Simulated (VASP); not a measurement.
# TiO (Pm-3m) in VASP: a series of runs, part 2 of 2

VASP 6.6.1. The steps go on from the part before.

## 5. Single point, r2SCAN

This run uses another cell than the first one, of 11.38 Å³/atom.

POSCAR reads:

```
TiO
1.0
    4.0866680000      0.0000000000      0.0000000000
    0.0000000000      4.0866680000      0.0000000000
    0.0000000000      0.0000000000      4.0866680000
Ti O
3 3
Direct
    0.5000000000      0.5000000000      0.0000000000
    0.0000000000      0.5000000000      0.5000000000
    0.5000000000      0.0000000000      0.5000000000
    0.0000000000      0.5000000000      0.0000000000
    0.5000000000      0.0000000000      0.0000000000
    0.0000000000      0.0000000000      0.5000000000
```

INCAR.step1 reads:

```
SYSTEM = TiO
PREC = Accurate
ENCUT = 520
ISMEAR = 0
SIGMA = 0.1
LREAL = .False.
LASPH = .True.
NELM = 80
NBANDS = 36
GGA = PE
ALGO = Normal
EDIFF = 1E-4
LWAVE = .True.
LCHARG = .False.
```

INCAR.step2 reads:

```
SYSTEM = TiO
PREC = Accurate
ENCUT = 520
EDIFF = 1E-6
ISMEAR = 0
SIGMA = 0.1
LREAL = .False.
LASPH = .True.
NELM = 80
ALGO = Normal
ISIF = 2
LWAVE = .False.
LCHARG = .True.
METAGGA = R2SCAN
LMIXTAU = .True.
LELF = .True.
LVHAR = .True.
NBANDS = 36
ISTART = 1
```

KPOINTS reads:

```
regular mesh
0
Gamma
  10 10 10
  0 0 0
```

Potentials or basis: VASP PAW PBE potentials, release 64 (Ti_sv, O).

Command:

```bash
cat potpaw_PBE.64/Ti_sv/POTCAR potpaw_PBE.64/O/POTCAR > POTCAR
cp INCAR.step1 INCAR
mpirun -np 1 vasp_std > vasp.out
cp INCAR.step2 INCAR
mpirun -np 1 vasp_std > vasp.out
```

OUTCAR:

```text
SYSTEM = TiO
   PREC = Accurate
   ENCUT = 520
   EDIFF = 1E-6
   ISMEAR = 0
   LREAL = .False.
   LASPH = .True.
   NELM = 80
   ISIF = 2
   METAGGA = R2SCAN
   ISTART = 1

 ion  position               nearest neighbor table
   1  0.500  0.500  0.000-   4 2.04   5 2.04   5 2.04   4 2.04   2 2.89   3 2.89   3 2.89   2 2.89
                             3 2.89   2 2.89   3 2.89   2 2.89
   2  0.000  0.500  0.500-   4 2.04   6 2.04   4 2.04   6 2.04   1 2.89   1 2.89   3 2.89   3 2.89
                             1 2.89   3 2.89   1 2.89   3 2.89
   3  0.500  0.000  0.500-   5 2.04   6 2.04   5 2.04   6 2.04   1 2.89   1 2.89   1 2.89   2 2.89
                             1 2.89   2 2.89   2 2.89   2 2.89
   4  0.000  0.500  0.000-   1 2.04   2 2.04   2 2.04   1 2.04
   5  0.500  0.000  0.000-   1 2.04   3 2.04   3 2.04   1 2.04
   6  0.000  0.000  0.500-   2 2.04   3 2.04   2 2.04   3 2.04

  LATTYP: Found a simple cubic cell.
 ALAT       =     4.0866680000

  Lattice vectors:

 A1 = (   4.0866680000,   0.0000000000,   0.0000000000)
 A2 = (   0.0000000000,   4.0866680000,   0.0000000000)
 A3 = (   0.0000000000,   0.0000000000,   4.0866680000)

Analysis of symmetry for initial positions (statically):
=====================================================================
 Subroutine PRICEL returns:
[... 180 lines left out ...]

 val. band max:        8.0456905002   @ k =   0.4000   0.4000   0.4000
 cond. band min:       8.0625580273   @ k =   0.4000   0.3000   0.2000
 fundamental gap:      0.0168675271
 Fermi energy:         8.0618415582

 k-point     1 :       0.0000    0.0000    0.0000
  band No.  band energies     occupation
      1     -51.5891      2.00000
      2     -51.4467      2.00000
      3     -51.4467      2.00000
      4     -27.0248      2.00000
      5     -27.0248      2.00000
      6     -27.0248      2.00000
[... 925 lines left out ...]
     35      11.1265      0.00000
     36      11.2277      0.00000

 [... further k-points ...]
[... 5 lines left out ...]
  --------------------------------------------------------------------------------------
  -------------------------------------------------------------------------------------
  Total       -1.5874904     -1.5874904     -1.5874904      0.0000000      0.0000000      0.0000000
  in kB      -37.2660730    -37.2660730    -37.2660730      0.0000000      0.0000000      0.0000000
  external PRESSURE =     -37.2660730 kB  Pullay stress =       0.0000000 kB

 VOLUME and BASIS-vectors are now :
 -----------------------------------------------------------------------------
  energy-cutoff  :      520.00
  volume of cell :       68.25
      direct lattice vectors                 reciprocal lattice vectors
     4.086668000  0.000000000  0.000000000     0.244698126  0.000000000  0.000000000
     0.000000000  4.086668000  0.000000000     0.000000000  0.244698126  0.000000000
     0.000000000  0.000000000  4.086668000     0.000000000  0.000000000  0.244698126

 POSITION                                       TOTAL-FORCE (eV/Angst)
 -----------------------------------------------------------------------------------
      2.04333      2.04333      0.00000         0.000000      0.000000      0.000000
      0.00000      2.04333      2.04333         0.000000      0.000000      0.000000
      2.04333      0.00000      2.04333         0.000000      0.000000      0.000000
      0.00000      2.04333      0.00000         0.000000      0.000000      0.000000
      2.04333      0.00000      0.00000         0.000000      0.000000      0.000000
      0.00000      0.00000      2.04333         0.000000      0.000000      0.000000
 -----------------------------------------------------------------------------------
    total drift:                                0.000000      0.000000     -0.000000

  FREE ENERGIE OF THE ION-ELECTRON SYSTEM (eV)
  ---------------------------------------------------
  free  energy   TOTEN  =       -72.7898526200 eV

  energy  without entropy=      -72.7633345788  energy(sigma->0) =      -72.77659360
```

Wall time 17 min (1 thread of Intel Xeon 8259CL, shared host); peak memory 0.24 GiB.

What came out:

| Item | Value |
| --- | --- |
| Free energy | -72.7899 eV |
| Pressure | -3.7 GPa |
| Band gap on the k mesh | zero (bands 27 and 28 overlap by 1.87 eV) |

Levels at points of the mesh, in eV from the Fermi level:
| k point | band 25 | band 26 | band 27 | band 28 | band 29 | band 30 |
| --- | --- | --- | --- | --- | --- | --- |
| (0.00, 0.00, 0.00) | -3.27 | -1.44 | -1.44 | -1.44 | 1.52 | 1.52 |
| (0.50, 0.00, 0.00) | -2.90 | -1.08 | 0.43 | 0.43 | 0.99 | 1.33 |
| (0.50, 0.50, 0.00) | -1.58 | -0.75 | -0.02 | -0.02 | 1.95 | 2.03 |
| (0.50, 0.50, 0.50) | -0.68 | -0.68 | -0.68 | 0.27 | 2.70 | 2.70 |

Caveat: the cell stands under tension; the PAW data sets were made with another functional, which shifts forces and pressure a little; semilocal functionals often make such compounds metallic where correlation or magnetic order opens a gap, which also shifts bond lengths.

## 6. Overview

| spin | fixed moment (μB) | cell | gap on the mesh (eV) | pressure (GPa) |
| --- | --- | --- | --- | --- |
| off | - | a = 3.886 Å, 6 atoms | none | 39.3 |
| collinear, zero start | 0.0 | a = 4.087 Å, 6 atoms | - | -3.7 |
| off | - | a = 4.056 Å, 6 atoms | none | 2.1 |
| off | - | a = 4.087 Å, 6 atoms | none | -3.7 |

Alike in all rows: task single point; level r2SCAN; potentials or basis VASP PAW PBE potentials, release 64 (Ti_sv, O); k mesh 10 × 10 × 10; cutoff (eV) 520; smearing gaussian 0.1 eV.

Caveats: the PAW data sets were made with another functional, which shifts forces and pressure a little; semilocal functionals often make such compounds metallic where correlation or magnetic order opens a gap, which also shifts bond lengths (at least some runs); the cell stands under tension (at least some runs); the cell stands under pressure (at least some runs); the total moment is fixed, so each spin has its own Fermi level (at least some runs).

Total energies depend on the potentials used, so only differences within one code and one set of settings carry meaning.
